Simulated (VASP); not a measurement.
# Li (Fm-3m) in VASP: further runs

Li is run at these levels: LDA; tasks: single point.

Program: VASP 6.6.1. These are calculated values, not measurements. Logs are shortened: lines on timing, memory, paths and dates and some standing lists are left out, and cuts for length are marked.

## Step 1: The cell of the first run

Symmetry: Fm-3m, No. 225, cubic system. The conventional cell has a = 3.630 Å, b = 3.630 Å, c = 3.630 Å, α = 90.00°, β = 90.00°, γ = 90.00°. Li (site symmetry m-3m) has 12 Li at 2.57 Å within 3.4 Å.

This isn't the form of Li at room conditions, which is bcc.

## Step 2: Single point, LDA

INCAR reads:

```
ALGO = Normal ; EDIFF = 1E-7
ENCUT = 520 ; ISIF = 2
ISMEAR = -1 ; LASPH = True
LCHARG = False ; LREAL = False
LWAVE = False ; NBANDS = 8
NELM = 60 ; PREC = Accurate
SIGMA = 0.1
```

KPOINTS reads:

```
k-points
0
Gamma
  22 22 22
```

POSCAR reads:

```
Li
1.0
    0.0000000000      1.8148732712      1.8148732712
    1.8148732712      0.0000000000      1.8148732712
    1.8148732712      1.8148732712      0.0000000000
Li
1
Direct
    0.0000000000      0.0000000000      0.0000000000
```

Potentials or basis: VASP PAW LDA potentials, release 64 (Li_sv).

Launch:

```sh
> cat potpaw_LDA.64/Li_sv/POTCAR > POTCAR
> mpirun -np 1 vasp_std > vasp.out
```

OUTCAR:

```text
EDIFF = 1E-7
   ENCUT = 520
   ISIF = 2
   ISMEAR = -1
   LASPH = True
   LREAL = False
   NELM = 60
   PREC = Accurate

 ion  position               nearest neighbor table
   1  0.000  0.000  0.000-

  LATTYP: Found a face centered cubic cell.
 ALAT       =     3.6297465424

  Lattice vectors:

 A1 = (   0.0000000000,   1.8148732712,   1.8148732712)
 A2 = (   1.8148732712,   0.0000000000,   1.8148732712)
 A3 = (   1.8148732712,   1.8148732712,   0.0000000000)

Analysis of symmetry for initial positions (statically):
=====================================================================
 Subroutine PRICEL returns:
 Original cell was already a primitive cell.

 Routine SETGRP: Setting up the symmetry group for a
 face centered cubic supercell.

 Subroutine GETGRP returns: Found 48 space group operations
 (whereof 48 operations were pure point group operations)
 out of a pool of 48 trial point group operations.

The static configuration has the point symmetry O_h .

Analysis of symmetry for dynamics (positions and initial velocities):
=====================================================================
 Subroutine PRICEL returns:
 Original cell was already a primitive cell.

 Routine SETGRP: Setting up the symmetry group for a
 face centered cubic supercell.

 Subroutine GETGRP returns: Found 48 space group operations
 (whereof 48 operations were pure point group operations)
 out of a pool of 48 trial point group operations.

The dynamic configuration has the point symmetry O_h .

 Subroutine INISYM returns: Found 48 space group operations
 (whereof 48 operations are pure point group operations),
 and found     1 'primitive' translations

----------------------------------------------------------------------------------------

                                     Primitive cell

  volume of cell :      11.9555

  direct lattice vectors                    reciprocal lattice vectors
     0.000000000  1.814873271  1.814873271    -0.275501330  0.275501330  0.275501330
     1.814873271  0.000000000  1.814873271     0.275501330 -0.275501330  0.275501330
     1.814873271  1.814873271  0.000000000     0.275501330  0.275501330 -0.275501330

  length of vectors
     2.566618394  2.566618394  2.566618394     0.477182301  0.477182301  0.477182301

  position of ions in fractional coordinates (direct lattice)
     0.000000000  0.000000000  0.000000000

  ion indices of the primitive-cell ions
   primitive index   ion index
                 1           1

----------------------------------------------------------------------------------------

 KPOINTS: k-points

Automatic generation of k-mesh.
 Grid dimensions read from file:
 generate k-points for:   22   22   22

 Generating k-lattice:

  Cartesian coordinates                     Fractional coordinates (reciprocal lattice)
    -0.012522788  0.012522788  0.012522788     0.045454545  0.000000000  0.000000000
     0.012522788 -0.012522788  0.012522788     0.000000000  0.045454545  0.000000000
     0.012522788  0.012522788 -0.012522788     0.000000000  0.000000000  0.045454545

  Length of vectors
     0.021690105  0.021690105  0.021690105

  Shift w.r.t. Gamma in fractional coordinates (k-lattice)
     0.000000000  0.000000000  0.000000000

 Subroutine IBZKPT returns following result:
 ===========================================

 Found    328 irreducible k-points:

 Following reciprocal coordinates:
            Coordinates               Weight
  0.000000  0.000000  0.000000      1.000000
  0.045455  0.000000  0.000000      8.000000
  0.090909  0.000000  0.000000      8.000000
  0.136364  0.000000  0.000000      8.000000
  0.181818  0.000000  0.000000      8.000000
  0.227273  0.000000  0.000000      8.000000
[... 16 lines left out ...]
  0.500000  0.045455  0.000000     24.000000
 -0.454545  0.045455  0.000000     24.000000
 [... further k-points ...]
   k-points           NKPTS =    328   k-points in BZ     NKDIM =    328   number of bands    NBANDS=      8
   number of dos      NEDOS =    301   number of ions     NIONS =      1
   total plane-waves  NPLWV =   8000
   dimension x,y,z NGX =    20 NGY =   20 NGZ =   20
   dimension x,y,z NGXF=    40 NGYF=   40 NGZF=   40
   ions per type =               1
   NGX,Y,Z   is equivalent  to a cutoff of  12.95, 12.95, 12.95 a.u.
   NGXF,Y,Z  is equivalent  to a cutoff of  25.91, 25.91, 25.91 a.u.
 SYSTEM =  unknown system
   PREC   = accura    normal or accurate (medium, high low for compatibility)
   ISTART =      0    job   : 0-new  1-cont  2-samecut
   ICHARG =      2    charge: 1-file 2-atom 10-const
   ISPIN  =      1    spin polarized calculation?
   LNONCOLLINEAR =      F non collinear calculations
   LSORBIT =      F    spin-orbit coupling
   LASPH  =      T    aspherical Exc in radial PAW
   ENCUT  =  520.0 eV  38.22 Ry    6.18 a.u.   4.77  4.77  4.77*2*pi/ulx,y,z
   NELM   =     60;   NELMIN=  2; NELMDL= -5     # of ELM steps
   EDIFF  = 0.1E-06   stopping-criterion for ELM
   LREAL  =      F    real-space projection
   EDIFFG = 0.1E-05   stopping-criterion for IOM
   NSW    =      0    number of steps for IOM
   IBRION =     -1    ionic relax: 0-MD 1-quasi-New 2-CG
   NFREE  =      0    steps in history (QN), initial steepest desc. (CG)
   ISIF   =      2    stress and relaxation
   ISYM   =      2    0-nonsym 1-usesym 2-fastsym
   POTIM  = 0.5000    time-step for ionic-motion
   TEBEG  =    0.0;   TEEND  =   0.0 temperature during run
   PSTRESS=    0.0 pullay stress
   NELECT =       3.0000    total number of electrons
   NUPDOWN=      -1.0000    fix difference up-down
   EMIN   =  10.00;   EMAX   =-10.00  energy-range for DOS
   EFERMI =   0.00;   METHOD = LEGACY
   ISMEAR =    -1;   SIGMA  =   0.10  broadening in eV -4-tet -1-fermi 0-gaus
   EFERMI_NEDOS =   21; number of points for ismear=-14 and -15
   IALGO  =     38    algorithm
   IMIX   =      4    mixing-type and parameters
     AMIX     =   0.40;   BMIX     =  1.00
     AMIX_MAG =   1.60;   BMIX_MAG =  1.00
  volume/ion in A,a.u.               =      11.96        80.68
  Fermi-wavevector in a.u.,A,eV,Ry     =   1.032585  1.951302 14.506951  1.066231
  Thomas-Fermi vector in A             =   2.166789
   LORBIT       =      0    0 simple, 1 ext, 2 COOP (PROOUT), +10 PAW based schemes
   GGA     = CA    functional components
   LHFCALC =     F    Hartree Fock is set to
   AEXX    =    0.0000 exact exchange contribution
   IVDW    =     0    specifies the selected vdW correction
   LEPSILON=     F    determine dielectric tensor
   LRPA    =     F    only Hartree local field effects (RPA)
 non-spin polarized calculation
  energy-cutoff  :      520.00
  volume of cell :       11.96
 maximum number of plane-waves:       332
   NGX =  9   NGY =  9   NGZ =  9

 number of electron       2.9999998 magnetization

 Free energy of the ion-electron system (eV)
  ---------------------------------------------------
  ext. energy  EPLUGINS =         0.00000000
  ---------------------------------------------------
  free energy    TOTEN  =        -1.81981719 eV

  energy without entropy =       -1.80652784  energy(sigma->0) =       -1.81317252

 E-fermi :   2.4717     XC(G=0):  -8.6220

 val. band max:        2.4705520973   @ k =   0.4545   0.3182   0.0455
 cond. band min:       2.4780361172   @ k =  -0.4091   0.1364   0.0455
 fundamental gap:      0.0074840200
 Fermi energy:         2.4717398220

 k-point     1 :       0.0000    0.0000    0.0000
  band No.  band energies     occupation
      1     -42.4540      2.00000
      2      -1.4645      2.00000
      3      22.9244      0.00000
      4      22.9244      0.00000
      5      22.9244      0.00000
      6      28.0482      0.00000
      7      28.0482      0.00000
      8      28.0482      0.00000

 k-point     2 :       0.0455    0.0000    0.0000
  band No.  band energies     occupation
      1     -42.4512      2.00000
      2      -1.4254      2.00000
      3      22.2893      0.00000
      4      22.7850      0.00000
      5      22.7850      0.00000
      6      27.3489      0.00000
      7      28.2864      0.00000
      8      28.2864      0.00000

 k-point     3 :       0.0909    0.0000    0.0000
  band No.  band energies     occupation
      1     -42.4430      2.00000
      2      -1.3080      2.00000
      3      20.7166      0.00000
      4      22.4385      0.00000
      5      22.4385      0.00000
      6      27.0658      0.00000
      7      28.8998      0.00000
      8      28.8998      0.00000

 k-point     4 :       0.1364    0.0000    0.0000
  band No.  band energies     occupation
      1     -42.4301      2.00000
      2      -1.1114      2.00000
      3      18.7867      0.00000
      4      22.0115      0.00000
      5      22.0115      0.00000
      6      27.2320      0.00000
      7      29.6106      0.00000
      8      29.6106      0.00000

 k-point     5 :       0.1818    0.0000    0.0000
  band No.  band energies     occupation
      1     -42.4136      2.00000
      2      -0.8354      2.00000
      3      16.8070      0.00000
      4      21.5917      0.00000
      5      21.5917      0.00000
      6      27.5915      0.00000
      7      29.8278      0.00000
      8      29.8278      0.00000
[... 177 lines left out ...]
 k-point    22 :       0.4545    0.0455    0.0000
  band No.  band energies     occupation
      1     -42.3195      2.00000
      2       1.8947      1.99378
      3       8.2603      0.00000
      4      19.8930      0.00000
      5      20.4809      0.00000
      6      24.3559      0.00000
      7      26.5452      0.00000
      8      28.2894      0.00000

 k-point    23 :       0.5000    0.0455    0.0000
  band No.  band energies     occupation
      1     -42.3149      2.00000
      2       2.1761      1.90115
      3       7.7614      0.00000
      4      20.0688      0.00000
      5      20.1992      0.00000
      6      24.3741      0.00000
      7      26.1482      0.00000
      8      28.2191      0.00000

 k-point    24 :      -0.4545    0.0455    0.0000
  band No.  band energies     occupation
      1     -42.3158      2.00000
      2       2.1158      1.94467
      3       7.8647      0.00000
      4      19.9632      0.00000
      5      20.3055      0.00000
      6      24.5815      0.00000
      7      25.9516      0.00000
      8      28.3177      0.00000

 [... further k-points ...]

------------------------ aborting loop because EDIFF is reached ----------------------------------------

  FORCE on cell =-STRESS in cart. coord.  units (eV):
  Direction    XX          YY          ZZ          XY          YZ          ZX
  --------------------------------------------------------------------------------------
  -------------------------------------------------------------------------------------
  Total        1.1112146      1.1112146      1.1112146     -0.0000000      0.0000000      0.0000000
  in kB      148.9153979    148.9153979    148.9153979     -0.0000000      0.0000000      0.0000000
  external PRESSURE =     148.9153979 kB  Pullay stress =       0.0000000 kB

 VOLUME and BASIS-vectors are now :
 -----------------------------------------------------------------------------
  energy-cutoff  :      520.00
  volume of cell :       11.96
      direct lattice vectors                 reciprocal lattice vectors
     0.000000000  1.814873271  1.814873271    -0.275501330  0.275501330  0.275501330
     1.814873271  0.000000000  1.814873271     0.275501330 -0.275501330  0.275501330
     1.814873271  1.814873271  0.000000000     0.275501330  0.275501330 -0.275501330

 POSITION                                       TOTAL-FORCE (eV/Angst)
 -----------------------------------------------------------------------------------
      0.00000      0.00000      0.00000         0.000000     -0.000000      0.000000
 -----------------------------------------------------------------------------------
    total drift:                               -0.000000     -0.000000     -0.000000

  FREE ENERGIE OF THE ION-ELECTRON SYSTEM (eV)
  ---------------------------------------------------
  free  energy   TOTEN  =        -1.8198171940 eV

  energy  without entropy=       -1.8065278363  energy(sigma->0) =       -1.81317252
```

Wall time 16 s (1 thread of AMD EPYC 9R45 (Zen 5), shared host); peak memory 0.09 GiB.

What came out:

| Item | Value |
| --- | --- |
| Free energy | -1.8198 eV |
| Band gap on the k mesh | zero (an odd number of electrons rules out a gap without spin polarisation) |

Levels at points of the mesh, in eV from the Fermi level:
```
           k point  band 1  band 2  band 3  band 4  band 5  band 6  band 7
(0.00, 0.00, 0.00)  -44.93   -3.94   20.45   20.45   20.45   25.58   25.58
(0.50, 0.00, 0.00)  -44.79   -0.34    5.27   17.94   17.94   23.19   23.19
(0.50, 0.50, 0.00)  -44.75    1.91    7.08   11.82   11.82   14.77   24.04
```

Caveat: the cutoff is under 1.25 times the usual one of these potentials, so pressure, stress and relaxed cells hold a basis-set (Pulay) error.

## Step 3: Single point, LDA

This run uses another cell than the first one, of 13.20 Å³/atom.

INCAR reads:

```
SYSTEM = Li
PREC     = Accurate       ! precision mode
ENCUT    = 520            ! plane-wave cutoff, eV
EDIFF    = 1E-6           ! SCF threshold, eV
ISMEAR   = -1             ! smearing method
SIGMA    = 0.1            ! smearing width, eV
LREAL    = .False.        ! projectors in reciprocal space
LASPH    = .True.         ! aspherical terms in the spheres
NELM     = 100            ! most SCF steps
ALGO     = Normal         ! electronic algorithm
ISIF     = 2              ! what is computed and relaxed
LWAVE    = .False.        ! write WAVECAR
LCHARG   = .False.        ! write CHGCAR
GGA      = CA             ! functional
NBANDS   = 8              ! bands
```

KPOINTS reads:

```
Automatic mesh
0
Gamma
  22 22 22
  0 0 0
```

POSCAR reads:

```
Li
1.0
    0.0000000000      1.8757205351      1.8757205351
    1.8757205351      0.0000000000      1.8757205351
    1.8757205351      1.8757205351      0.0000000000
Li
1
Direct
    0.0000000000      0.0000000000      0.0000000000
```

Potentials or basis: VASP PAW LDA potentials, release 64 (Li_sv).

Launch:

```sh
> cat potpaw_LDA.64/Li_sv/POTCAR > POTCAR
> mpirun -np 1 vasp_std > vasp.out
```

Run time: 15 s. Hardware: 1 thread of AMD EPYC 9R45 (Zen 5), shared host; peak memory 0.1 GiB.

Results (log left out):

```
Free energy            : -1.9163 eV
Band gap on the k mesh : zero (an odd number of electrons rules out a gap without spin polarisation)
```

Levels at points of the mesh, in eV from the Fermi level:
| k point | band 1 | band 2 | band 3 | band 4 | band 5 |
| --- | --- | --- | --- | --- | --- |
| (0.00, 0.00, 0.00) | -45.02 | -3.90 | 19.09 | 19.09 | 19.09 |
| (0.50, 0.00, 0.00) | -44.92 | -0.26 | 4.74 | 16.76 | 16.76 |
| (0.50, 0.50, 0.00) | -44.89 | 1.82 | 6.58 | 11.07 | 11.07 |

Caveat: the cutoff is under 1.25 times the usual one of these potentials, so pressure, stress and relaxed cells hold a basis-set (Pulay) error.

## Step 4: Single point, LDA

This run uses another cell than the first one, of 14.21 Å³/atom.

INCAR reads:

```
SYSTEM = Li
  PREC = Accurate
  ENCUT = 520
  EDIFF = 1E-7
  ISMEAR = -1
  SIGMA = 0.1
  LREAL = .False.
  LASPH = .True.
  NELM = 80
  ALGO = Normal
  ISIF = 2
  LWAVE = .False.
  LCHARG = .False.
  GGA = CA
  NBANDS = 8
```

KPOINTS is that of step 3.

POSCAR reads:

```
Li
1.0
    0.0000000000      1.9226533392      1.9226533392
    1.9226533392      0.0000000000      1.9226533392
    1.9226533392      1.9226533392      0.0000000000
Li
1
Direct
    0.0000000000      0.0000000000      0.0000000000
```

Launch:

```sh
> cat potpaw_LDA.64/Li_sv/POTCAR > POTCAR
> mpirun -np 1 vasp_std > vasp.out
```

Run time: 15 s. Hardware: 1 thread of AMD EPYC 9R45 (Zen 5), shared host; peak memory 0.1 GiB.

The run converged. Its results:

* Free energy: -1.9700 eV
* Band gap on the k mesh: zero (an odd number of electrons rules out a gap without spin polarisation)

Levels at points of the mesh, in eV from the Fermi level:
```
           k point  band 1  band 2  band 3  band 4  band 5  band 6
(0.00, 0.00, 0.00)  -45.10   -3.85   18.12   18.12   18.12   22.89
(0.50, 0.00, 0.00)  -45.03   -0.22    4.38   15.92   15.92   20.78
(0.50, 0.50, 0.00)  -45.00    1.76    6.23   10.54   10.54   13.27
```

Caveat: the cutoff is under 1.25 times the usual one of these potentials, so pressure, stress and relaxed cells hold a basis-set (Pulay) error.

## Step 5: Overview

| cell | gap on the mesh (eV) |
| --- | --- |
| a = 2.567 Å, angles 60.0°, 1 atom | none |
| a = 2.653 Å, angles 60.0°, 1 atom | none |
| a = 2.719 Å, angles 60.0°, 1 atom | none |

Alike in all rows: task single point; level LDA; potentials or basis VASP PAW LDA potentials, release 64 (Li_sv); no spin polarisation; k mesh 22 × 22 × 22; cutoff (eV) 520; smearing fermi-dirac 0.1 eV.

Caveats: the cutoff is under 1.25 times the usual one of these potentials, so pressure, stress and relaxed cells hold a basis-set (Pulay) error.

Total energies depend on the potentials used, so only differences within one code and one set of settings carry meaning.

The gap in the log of VASP goes by the Fermi energy; the results here count the filled bands.